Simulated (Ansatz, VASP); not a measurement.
## One calculation of Ta3HN3, two programs

```xyz
7
Lattice="3.1228 0.0000 0.0000 0.0000 3.1228 0.0000 0.0000 0.0000 21.5908" Properties=species:S:1:pos:R:3 pbc="T T T"
Ta    0.0000    0.0000    4.0000
Ta    1.5614    1.5614    6.2405
Ta    0.0000    0.0000    8.2745
N     1.5614    1.5614    4.0000
N     0.0000    0.0000    6.1403
N     1.5614    1.5614    8.5908
H     1.5614    1.5614   10.8408
```

Alike in both runs: task single point; functional PBE; k mesh 9 × 9 × 1; occupations gaussian, width 0.1 eV; collinear spin.

|  | VASP | Ansatz |
| --- | --- | --- |
| version | VASP 6.6.1 | Ansatz 0.2.0 |
| potentials or method | VASP PAW PBE potentials, release 64 (Ta_pv, N, H), cutoff 520 eV | scalar-relativistic, plane waves, PAW |
| valence electrons in the cell | 49 | 55 |

|  | VASP | Ansatz | Ansatz less VASP |
| --- | --- | --- | --- |
| gap on the k mesh at the Fermi level (eV) | none | none | - |
| rms of the force components (eV/Å) | 0.430 | 0.434 | +0.0032 |
| net moment per atom (μB) | 0.05 | 0.05 | +0.001 |
| size of the moment on the site where the two differ most (μB) | 0.31 | 0.59 | +0.277 |
| work function, face that differs most (eV) | 5.48 | 5.48 | +0.002 |

Site moments also hang on the region over which each program counts them. A gap of «none» marks a metal or a gap that the smearing closes. VASP's potentials hold 49 valence electrons a cell and Ansatz's 55, so a difference there can come from the potentials and not from the codes.

Neither program's run includes spin-orbit coupling.
